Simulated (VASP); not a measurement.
The system is Si.

```xyz
2
Lattice="0.0000 2.7493 2.7493 2.7493 0.0000 2.7493 2.7493 2.7493 0.0000" Properties=species:S:1:pos:R:3 pbc="T T T"
Si    4.1239    4.1239    4.1239
Si    2.7493    2.7493    2.7493
```

```yaml
Program: VASP 6.6.1
Task: relaxation of cell and atoms
Functional: LDA
Potentials_or_basis: VASP PAW LDA potentials, release 64 (Si)
Cutoff: 600 eV
k_mesh: 11 × 11 × 11
Occupations: fermi-dirac, width 0.05 eV
Spin: collinear spin, ferromagnetic start
Starting_moments: "[3.0, 3.0] μB"
```

At the start: pressure -4.5 GPa; volume 20.78 Å³/atom.

Question: Where does the relaxation end?

Answer: Over 3 steps the energy falls by 15.8 meV/atom and the volume is 19.72 Å³/atom (-5.1 %); space group Fd-3m (No. 227, to 0.05 Å); moment 0.00 μB per cell.

The path:
```tsv
step	energy change (eV)	largest force (eV/Å)	pressure (GPa)	volume (Å³)
1	0.0000	0.0000	-4.54	41.56
2	-0.0176	0.0000	3.52	38.12
3	-0.0316	0.0000	-0.01	39.44
```

Final structure:
```
CELL_PARAMETERS angstrom
0.00000 2.70161 2.70161
2.70161 0.00000 2.70161
2.70161 2.70161 0.00000
ATOMIC_POSITIONS crystal
Si 0.75000 0.75000 0.75000
Si 0.50000 0.50000 0.50000
```
